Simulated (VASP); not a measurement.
# PbS (Imm2) in VASP: notebook

Runs on PbS. Level: PBE. Tasks: single point.

All numbers are computed with VASP 6.6.1; they aren't measurements. Logs are shortened: lines on timing, memory, paths and dates and some standing lists are left out, and cuts for length are marked.

**1. The cell of the first run**

It takes space group Imm2 (No. 44, orthorhombic). The conventional cell has a = 4.193 Å, b = 5.930 Å, c = 4.193 Å, α = 90.00°, β = 90.00°, γ = 90.00°. Pb (site symmetry mm2) has 6 S at 2.93 to 3.00 Å within 3.9 Å. S (site symmetry mm2) has 6 Pb at 2.93 to 3.00 Å within 3.9 Å.

**2. Single point, PBE (all Pb atoms moved -0.050 Å, as atom 1 along Cartesian [1 1 0])**

Contents of INCAR:

```
PREC = Accurate
ENCUT = 520
EDIFF = 1E-6
ISMEAR = 0
SIGMA = 0.03
LREAL = False
LASPH = True
NELM = 100
ALGO = Normal
ISIF = 2
LWAVE = False
LCHARG = True
GGA = PE
LELF = True
LVHAR = True
NBANDS = 17
```

Contents of KPOINTS:

```
regular mesh
0
Gamma
  10 10 10
```

Contents of POSCAR:

```
PbS
1.0
    0.0000000000      2.9650000000      2.9650000000
    2.9650000000      0.0000000000      2.9650000000
    2.9650000000      2.9650000000      0.0000000000
Pb S
1 1
Direct
    0.0000000000      0.0000000000     -0.0119242290
    0.5000000000      0.5000000000      0.5000000000
```

Potentials or basis: VASP PAW PBE potentials, release 64 (Pb_d, S).

Launch:

```sh
cat potpaw_PBE.64/Pb_d/POTCAR potpaw_PBE.64/S/POTCAR > POTCAR
mpirun -np 1 vasp_std > vasp.out
```

OUTCAR:

```text
PREC = Accurate
   ENCUT = 520
   EDIFF = 1E-6
   ISMEAR = 0
   LREAL = False
   LASPH = True
   NELM = 100
   ISIF = 2
   GGA = PE

 ion  position               nearest neighbor table
   1  0.000  0.000  0.988-   2 2.93   2 2.93   2 2.97   2 2.97   2 3.00   2 3.00
   2  0.500  0.500  0.500-   1 2.93   1 2.93   1 2.97   1 2.97   1 3.00   1 3.00

  LATTYP: Found a face centered cubic cell.
 ALAT       =     5.9300000000

  Lattice vectors:

 A1 = (   0.0000000000,   2.9650000000,   2.9650000000)
 A2 = (   2.9650000000,   0.0000000000,   2.9650000000)
 A3 = (   2.9650000000,   2.9650000000,   0.0000000000)

Analysis of symmetry for initial positions (statically):
=====================================================================
 Subroutine PRICEL returns:
 Original cell was already a primitive cell.

 Routine SETGRP: Setting up the symmetry group for a
 face centered cubic supercell.

 Subroutine GETGRP returns: Found  4 space group operations
 (whereof  4 operations were pure point group operations)
 out of a pool of 48 trial point group operations.

The static configuration has the point symmetry C_2v.

Analysis of symmetry for dynamics (positions and initial velocities):
=====================================================================
 Subroutine PRICEL returns:
 Original cell was already a primitive cell.

 Routine SETGRP: Setting up the symmetry group for a
 face centered cubic supercell.

 Subroutine GETGRP returns: Found  4 space group operations
 (whereof  4 operations were pure point group operations)
 out of a pool of 48 trial point group operations.

The dynamic configuration has the point symmetry C_2v.

 Subroutine INISYM returns: Found  4 space group operations
 (whereof  4 operations are pure point group operations),
 and found     1 'primitive' translations

----------------------------------------------------------------------------------------

                                     Primitive cell

  volume of cell :      52.1320

  direct lattice vectors                    reciprocal lattice vectors
     0.000000000  2.965000000  2.965000000    -0.168634064  0.168634064  0.168634064
     2.965000000  0.000000000  2.965000000     0.168634064 -0.168634064  0.168634064
     2.965000000  2.965000000  0.000000000     0.168634064  0.168634064 -0.168634064

  length of vectors
     4.193143212  4.193143212  4.193143212     0.292082767  0.292082767  0.292082767

  position of ions in fractional coordinates (direct lattice)
     0.000000000  0.000000000  0.988075771
     0.500000000  0.500000000  0.500000000

  ion indices of the primitive-cell ions
   primitive index   ion index
                 1           1
                 2           2

----------------------------------------------------------------------------------------

 KPOINTS: regular mesh

Automatic generation of k-mesh.
 Grid dimensions read from file:
 generate k-points for:   10   10   10

 Generating k-lattice:

  Cartesian coordinates                     Fractional coordinates (reciprocal lattice)
    -0.016863406  0.016863406  0.016863406     0.100000000  0.000000000  0.000000000
     0.016863406 -0.016863406  0.016863406     0.000000000  0.100000000  0.000000000
     0.016863406  0.016863406 -0.016863406     0.000000000  0.000000000  0.100000000

  Length of vectors
     0.029208277  0.029208277  0.029208277

  Shift w.r.t. Gamma in fractional coordinates (k-lattice)
     0.000000000  0.000000000  0.000000000

 Subroutine IBZKPT returns following result:
 ===========================================

 Found    171 irreducible k-points:

 Following reciprocal coordinates:
            Coordinates               Weight
  0.000000  0.000000  0.000000      1.000000
  0.100000  0.000000  0.000000      4.000000
  0.000000  0.000000  0.100000      4.000000
  0.200000  0.000000  0.000000      4.000000
  0.000000  0.000000  0.200000      4.000000
  0.300000  0.000000  0.000000      4.000000
[... 16 lines left out ...]
  0.000000  0.400000  0.100000      8.000000
  0.100000  0.000000  0.400000      8.000000
 [... further k-points ...]
   k-points           NKPTS =    171   k-points in BZ     NKDIM =    171   number of bands    NBANDS=     17
   number of dos      NEDOS =    301   number of ions     NIONS =      2
   total plane-waves  NPLWV =  32768
   dimension x,y,z NGX =    32 NGY =   32 NGZ =   32
   dimension x,y,z NGXF=    64 NGYF=   64 NGZF=   64
   ions per type =               1   1
   NGX,Y,Z   is equivalent  to a cutoff of  12.69, 12.69, 12.69 a.u.
   NGXF,Y,Z  is equivalent  to a cutoff of  25.37, 25.37, 25.37 a.u.
 SYSTEM =  unknown system
   PREC   = accura    normal or accurate (medium, high low for compatibility)
   ISTART =      0    job   : 0-new  1-cont  2-samecut
   ICHARG =      2    charge: 1-file 2-atom 10-const
   ISPIN  =      1    spin polarized calculation?
   LNONCOLLINEAR =      F non collinear calculations
   LSORBIT =      F    spin-orbit coupling
   LASPH  =      T    aspherical Exc in radial PAW
   ENCUT  =  520.0 eV  38.22 Ry    6.18 a.u.   7.80  7.80  7.80*2*pi/ulx,y,z
   NELM   =    100;   NELMIN=  2; NELMDL= -5     # of ELM steps
   EDIFF  = 0.1E-05   stopping-criterion for ELM
   LREAL  =      F    real-space projection
   EDIFFG = 0.1E-04   stopping-criterion for IOM
   NSW    =      0    number of steps for IOM
   IBRION =     -1    ionic relax: 0-MD 1-quasi-New 2-CG
   NFREE  =      0    steps in history (QN), initial steepest desc. (CG)
   ISIF   =      2    stress and relaxation
   ISYM   =      2    0-nonsym 1-usesym 2-fastsym
   POTIM  = 0.5000    time-step for ionic-motion
   TEBEG  =    0.0;   TEEND  =   0.0 temperature during run
   PSTRESS=    0.0 pullay stress
   NELECT =      20.0000    total number of electrons
   NUPDOWN=      -1.0000    fix difference up-down
   EMIN   =  10.00;   EMAX   =-10.00  energy-range for DOS
   EFERMI =   0.00;   METHOD = LEGACY
   ISMEAR =     0;   SIGMA  =   0.03  broadening in eV -4-tet -1-fermi 0-gaus
   EFERMI_NEDOS =   21; number of points for ismear=-14 and -15
   IALGO  =     38    algorithm
   IMIX   =      4    mixing-type and parameters
     AMIX     =   0.40;   BMIX     =  1.00
     AMIX_MAG =   1.60;   BMIX_MAG =  1.00
  volume/ion in A,a.u.               =      26.07       175.90
  Fermi-wavevector in a.u.,A,eV,Ry     =   1.189552  2.247928 19.252709  1.415034
  Thomas-Fermi vector in A             =   2.325657
   LORBIT       =      0    0 simple, 1 ext, 2 COOP (PROOUT), +10 PAW based schemes
   GGA     = PE    functional components
   LHFCALC =     F    Hartree Fock is set to
   AEXX    =    0.0000 exact exchange contribution
   IVDW    =     0    specifies the selected vdW correction
   LEPSILON=     F    determine dielectric tensor
   LRPA    =     F    only Hartree local field effects (RPA)
 non-spin polarized calculation
 Gauss-broadening in eV      SIGMA  =   0.03
  energy-cutoff  :      520.00
  volume of cell :       52.13
 maximum number of plane-waves:      1422
   NGX = 15   NGY = 15   NGZ = 15

 number of electron      19.9999999 magnetization

 Free energy of the ion-electron system (eV)
  ---------------------------------------------------
  ext. energy  EPLUGINS =         0.00000000
  ---------------------------------------------------
  free energy    TOTEN  =        -8.75428520 eV

  energy without entropy =       -8.75428520  energy(sigma->0) =       -8.75428520

 E-fermi :   5.9557     XC(G=0):  -9.6852

 val. band max:        5.8337675368   @ k =   0.5000   0.0000   0.0000
 cond. band min:       6.1999800028   @ k =   0.5000   0.0000   0.0000
 fundamental gap:      0.3662124660
 Fermi energy:         5.9556805356

 k-point     1 :       0.0000    0.0000    0.0000
  band No.  band energies     occupation
      1     -10.9920      2.00000
      2     -10.9916      2.00000
      3     -10.9915      2.00000
      4     -10.9756      2.00000
      5     -10.9755      2.00000
      6      -7.7745      2.00000
[... 9 lines left out ...]
     16      12.5834      0.00000
     17      14.4894      0.00000

 k-point     2 :       0.1000    0.0000    0.0000
  band No.  band energies     occupation
      1     -10.9912      2.00000
      2     -10.9896      2.00000
      3     -10.9892      2.00000
      4     -10.9765      2.00000
      5     -10.9765      2.00000
      6      -7.6885      2.00000
[... 9 lines left out ...]
     16      12.8334      0.00000
     17      15.3260      0.00000

 k-point     3 :       0.0000    0.0000    0.1000
  band No.  band energies     occupation
      1     -10.9914      2.00000
      2     -10.9893      2.00000
      3     -10.9893      2.00000
      4     -10.9765      2.00000
      5     -10.9764      2.00000
      6      -7.6887      2.00000
[... 9 lines left out ...]
     16      12.8287      0.00000
     17      15.3274      0.00000

 k-point     4 :       0.2000    0.0000    0.0000
  band No.  band energies     occupation
      1     -10.9917      2.00000
      2     -10.9912      2.00000
      3     -10.9898      2.00000
      4     -10.9710      2.00000
      5     -10.9707      2.00000
      6      -7.4421      2.00000
[... 9 lines left out ...]
     16      13.3933      0.00000
     17      16.9150      0.00000

 k-point     5 :       0.0000    0.0000    0.2000
  band No.  band energies     occupation
      1     -10.9913      2.00000
      2     -10.9911      2.00000
      3     -10.9901      2.00000
      4     -10.9709      2.00000
      5     -10.9708      2.00000
      6      -7.4428      2.00000
[... 9 lines left out ...]
     16      13.3955      0.00000
     17      16.9005      0.00000

 k-point     6 :       0.3000    0.0000    0.0000
  band No.  band energies     occupation
      1     -10.9998      2.00000
      2     -10.9994      2.00000
      3     -10.9890      2.00000
      4     -10.9581      2.00000
      5     -10.9577      2.00000
      6      -7.0783      2.00000
[... 9 lines left out ...]
     16      14.2375      0.00000
     17      18.2181      0.00000

 k-point     7 :       0.0000    0.0000    0.3000
  band No.  band energies     occupation
      1     -10.9994      2.00000
      2     -10.9993      2.00000
      3     -10.9894      2.00000
      4     -10.9580      2.00000
      5     -10.9579      2.00000
      6      -7.0798      2.00000
[... 9 lines left out ...]
     16      14.2410      0.00000
     17      18.2226      0.00000

 k-point     8 :       0.4000    0.0000    0.0000
  band No.  band energies     occupation
      1     -11.0071      2.00000
      2     -11.0067      2.00000
      3     -10.9886      2.00000
      4     -10.9471      2.00000
      5     -10.9466      2.00000
      6      -6.7042      2.00000
[... 9 lines left out ...]
     16      15.2710      0.00000
     17      17.2981      0.00000
[... 203 lines left out ...]
      1     -11.0068      2.00000
      2     -10.9913      2.00000
      3     -10.9892      2.00000
      4     -10.9682      2.00000
      5     -10.9554      2.00000
      6      -7.1341      2.00000
[... 9 lines left out ...]
     16      14.7279      0.00000
     17      17.4632      0.00000

 k-point    20 :       0.1000    0.0000    0.3000
  band No.  band energies     occupation
      1     -11.0066      2.00000
      2     -10.9915      2.00000
      3     -10.9891      2.00000
      4     -10.9681      2.00000
      5     -10.9555      2.00000
      6      -7.1354      2.00000
[... 9 lines left out ...]
     16      14.7331      0.00000
     17      17.4447      0.00000

 k-point    21 :       0.1000    0.1000   -0.2000
  band No.  band energies     occupation
      1     -11.0067      2.00000
      2     -10.9910      2.00000
      3     -10.9892      2.00000
      4     -10.9684      2.00000
      5     -10.9554      2.00000
      6      -7.1353      2.00000
[... 9 lines left out ...]
     16      14.7285      0.00000
     17      17.4654      0.00000

 k-point    22 :       0.4000    0.1000    0.0000
  band No.  band energies     occupation
      1     -11.0157      2.00000
      2     -10.9977      2.00000
      3     -10.9876      2.00000
      4     -10.9577      2.00000
      5     -10.9453      2.00000
      6      -6.7537      2.00000
[... 9 lines left out ...]
     16      15.6660      0.00000
     17      17.3837      0.00000

 k-point    23 :       0.0000    0.4000    0.1000
  band No.  band energies     occupation
      1     -11.0159      2.00000
      2     -10.9975      2.00000
      3     -10.9878      2.00000
      4     -10.9579      2.00000
      5     -10.9450      2.00000
      6      -6.7533      2.00000
[... 9 lines left out ...]
     16      15.6636      0.00000
     17      17.3799      0.00000

 k-point    24 :       0.1000    0.0000    0.4000
  band No.  band energies     occupation
      1     -11.0156      2.00000
      2     -10.9974      2.00000
      3     -10.9880      2.00000
      4     -10.9577      2.00000
      5     -10.9452      2.00000
      6      -6.7556      2.00000
[... 9 lines left out ...]
     16      15.6688      0.00000
     17      17.3885      0.00000

 [... further k-points ...]

------------------------ aborting loop because EDIFF is reached ----------------------------------------

  FORCE on cell =-STRESS in cart. coord.  units (eV):
  Direction    XX          YY          ZZ          XY          YZ          ZX
  --------------------------------------------------------------------------------------
  -------------------------------------------------------------------------------------
  Total        0.7336062      0.7336062      0.7165428      0.0040771      0.0000000      0.0000000
  in kB       22.5459986     22.5459986     22.0215888      0.1253029      0.0000000      0.0000000
  external PRESSURE =      22.3711954 kB  Pullay stress =       0.0000000 kB

 VOLUME and BASIS-vectors are now :
 -----------------------------------------------------------------------------
  energy-cutoff  :      520.00
  volume of cell :       52.13
      direct lattice vectors                 reciprocal lattice vectors
     0.000000000  2.965000000  2.965000000    -0.168634064  0.168634064  0.168634064
     2.965000000  0.000000000  2.965000000     0.168634064 -0.168634064  0.168634064
     2.965000000  2.965000000  0.000000000     0.168634064  0.168634064 -0.168634064

 POSITION                                       TOTAL-FORCE (eV/Angst)
 -----------------------------------------------------------------------------------
      2.92964      2.92964      0.00000         0.021008      0.021008      0.000000
      2.96500      2.96500      2.96500        -0.021008     -0.021008     -0.000000
 -----------------------------------------------------------------------------------
    total drift:                                0.000084      0.000084      0.000000

  FREE ENERGIE OF THE ION-ELECTRON SYSTEM (eV)
  ---------------------------------------------------
  free  energy   TOTEN  =        -8.7542851970 eV

  energy  without entropy=       -8.7542851970  energy(sigma->0) =       -8.75428520
```

It took 2.1 min on 1 thread of Intel Xeon 8259CL, shared host; peak memory 0.28 GiB.

Results:

```
Free energy            : -8.7543 eV
Pressure               : 2.2 GPa
Largest force          : 0.030 eV/Å
Band gap on the k mesh : 0.37 eV
```

Forces in eV/Å, atoms in the order of the input:
```
Pb   0.021  0.021  0.000
S   -0.021 -0.021  0.000
```

Levels at points of the mesh, in eV from the valence-band top:
| k point | band 8 | band 9 | band 10 | band 11 | band 12 | band 13 |
| --- | --- | --- | --- | --- | --- | --- |
| (0.00, 0.00, 0.00) | -2.18 | -2.18 | -2.18 | 5.19 | 5.19 | 5.22 |
| (0.50, 0.00, 0.00) | -1.79 | -1.79 | 0.00 | 0.37 | 1.97 | 1.97 |
| (0.00, 0.00, 0.50) | -1.79 | -1.79 | -0.03 | 0.39 | 1.96 | 1.97 |
| (0.50, 0.50, 0.00) | -5.21 | -3.45 | -3.44 | 3.83 | 5.58 | 5.69 |
| (0.00, 0.50, 0.50) | -5.20 | -3.45 | -3.45 | 3.85 | 5.58 | 5.69 |

Caveat: the cell differs from its parent crystal (all Pb atoms moved -0.050 Å, as atom 1 along Cartesian [1 1 0]); spin-orbit coupling is left out, which moves the levels of the heavy elements.

[end of part 1 of 2]
